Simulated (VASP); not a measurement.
The system is TiPd.

```
CELL_PARAMETERS angstrom
3.18000 0.00000 0.00000
0.00000 3.18000 0.00000
0.00000 0.00000 3.18000
ATOMIC_POSITIONS crystal
Ti 0.50000 0.50000 0.50000
Pd 0.00000 0.00000 0.00000
```

* Program: VASP 6.6.1
* Task: relaxation of cell and atoms
* Functional: LDA
* Potentials or basis: VASP PAW LDA potentials, release 64 (Ti_sv, Pd)
* Cutoff: 500 eV
* k mesh: 6 × 6 × 6
* Occupations: gaussian, width 0.1 eV
* Spin: no spin polarisation

At the start: pressure -11.7 GPa; volume 16.08 Å³/atom.

Problem. How do energy, volume and symmetry change on relaxing?

Solution. Over 3 steps the energy falls by 45.7 meV/atom and the volume is 14.94 Å³/atom (-7.1 %); space group Pm-3m (No. 221, to 0.1 Å) before and after.

The path:
| step | energy change (eV) | largest force (eV/Å) | pressure (GPa) | volume (Å³) |
| --- | --- | --- | --- | --- |
| 1 | 0.0000 | 0.0000 | -11.67 | 32.16 |
| 2 | 0.0903 | 0.0000 | 22.67 | 27.01 |
| 3 | -0.0913 | 0.0000 | -0.33 | 29.87 |

Final structure:
```xyz
2
Lattice="3.1028 0.0000 0.0000 0.0000 3.1028 0.0000 0.0000 0.0000 3.1028" Properties=species:S:1:pos:R:3 pbc="T T T"
Ti    1.5514    1.5514    1.5514
Pd    0.0000    0.0000    0.0000
```
